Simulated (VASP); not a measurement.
Crystal: C.

```
C
1.0
     2.52000    0.00000    0.00000
    -1.26000    2.18238    0.00000
     0.00000    0.00000    4.12000
C
4
Cartesian
  0.0000 1.4549 0.2575
  1.2600 0.7275 2.3175
  0.0000 1.4549 1.8025
  1.2600 0.7275 3.8625
```

* Program: VASP 6.6.1
* Task: relaxation of cell and atoms
* Functional: LDA
* Potentials or basis: VASP PAW LDA potentials, release 64 (C)
* Cutoff: 600 eV
* k mesh: 8 × 8 × 4
* Occupations: fermi-dirac, width 0.05 eV
* Spin: no spin polarisation

At the start: pressure -10.3 GPa; volume 5.66 Å³/atom.

Q: How do energy, volume and symmetry change on relaxing?

A: Over 6 steps the energy falls by 9.6 meV/atom and the volume is 5.53 Å³/atom (-2.4 %); space group P6_3/mmc (No. 194, to 0.05 Å).

Step by step:
```
step  energy change (eV)  largest force (eV/Å)  pressure (GPa)  volume (Å³)
   1              0.0000                0.0382          -10.29        22.66
   2              0.0224                0.0667           14.90        21.47
   3             -0.0385                0.0376           -0.01        22.13
   4             -0.0385                0.0378            0.22        22.12
   5             -0.0384                0.0851           -0.05        22.13
   6             -0.0386                0.0003            0.13        22.12
```

Final structure:
```xyz
4
Lattice="2.4844 0.0000 0.0000 -1.2422 2.1515 0.0000 0.0000 0.0000 4.1382" Properties=species:S:1:pos:R:3 pbc="T T T"
C     0.0000    1.4343    0.2600
C     1.2422    0.7172    2.3291
C     0.0000    1.4343    1.8091
C     1.2422    0.7172    3.8782
```
